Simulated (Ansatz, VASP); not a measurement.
## Two plane-wave programs on Rb

Contents of INCAR:

```
SYSTEM = Rb
ALGO = Normal
EDIFF = 1E-6
ENCUT = 520
GGA = PE
ISIF = 2
ISMEAR = 0
LASPH = .True.
LCHARG = .False.
LREAL = .False.
LWAVE = .False.
NBANDS = 10
NELM = 100
PREC = Accurate
SIGMA = 0.05
```

The input KPOINTS:

```
k-points
0
Gamma
  6 6 6
  0 0 0
```

The input POSCAR:

```
Rb
1.0
   -2.7987217088      2.7987217088      2.7987217088
    2.7987217088     -2.7987217088      2.7987217088
    2.7987217088      2.7987217088     -2.7987217088
Rb
1
Direct
    0.0000000000      0.0000000000      0.0000000000
```

Input for Ansatz:

```yaml
crystal:
  lattice:
    - [-2.7987217088, 2.7987217088, 2.7987217088]
    - [2.7987217088, -2.7987217088, 2.7987217088]
    - [2.7987217088, 2.7987217088, -2.7987217088]
  atoms:
    - { symbol: Rb, position: [0.0, 0.0, 0.0] }
basis:
  ecutwfc: 420
  ecutrho_ratio: 4
kpoints:
  mp_grid: { grid: [6, 6, 6] }
hamiltonian:
  xc: pbe
scf:
  occupations: { method: gaussian, width: 0.05 }
output:
  forces: true
  stress: true
  eigenvalues: true
```

Alike in both runs: task single point; functional PBE; k mesh 6 × 6 × 6; occupations gaussian, width 0.05 eV; no spin polarisation.

```csv
,VASP,Ansatz
version,VASP 6.6.1,Ansatz 0.2.0
potentials or method,"VASP PAW PBE potentials, release 64 (Rb_sv), cutoff 520 eV","scalar-relativistic, plane waves, PAW"
valence electrons in the cell,9,9
```

|  | VASP | Ansatz | Ansatz less VASP |
| --- | --- | --- | --- |
| pressure (GPa) | 0.1 | 0.1 | 0.00 |
